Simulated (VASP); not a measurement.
Runs of VASP 6.6.1 on Ti. The structure is that of space group Im-3m (No. 229), or close to it. The cells are those of the table. This isn't the form of Ti at room conditions, which is hcp.

```csv
task,cell,gap on the mesh (eV),pressure (GPa)
relaxation of cell and atoms,"relaxed to 15 GPa from a = 2.841 Å, angles 109.5°, 1 atom",none,14.9
relaxation of cell and atoms,"relaxed to 30 GPa from a = 2.841 Å, angles 109.5°, 1 atom",none,30.2
single point,"a = 2.783 Å, angles 109.5°, 1 atom",none,-0.3
single point,"a = 2.606 Å, angles 109.5°, 1 atom",none,29.3
relaxation of cell and atoms,"relaxed from a = 2.841 Å, angles 109.5°, 1 atom",none,0.0
relaxation of cell and atoms,"relaxed to 45 GPa from a = 2.841 Å, angles 109.5°, 1 atom",none,44.9
single point,"a = 2.681 Å, angles 109.5°, 1 atom",none,(a)
single point,"a = 2.545 Å, angles 109.5°, 1 atom",none,44.1
```

Alike in all rows: level PBEsol; potentials or basis VASP PAW PBE potentials, release 64 (Ti_sv); no spin polarisation; k mesh 11 × 11 × 11; cutoff (eV) 500; smearing fermi-dirac 0.1 eV.

Q: Estimate the missing entries.

A: (a) 14.5.

Caveats: the PAW data sets were made with another functional, which shifts forces and pressure a little; the cell is relaxed towards a set pressure, so the run minimises the enthalpy, not the energy (at least some runs); the cell stands under pressure (at least some runs).

A gap of «none» marks levels without a gap at the run's occupations.
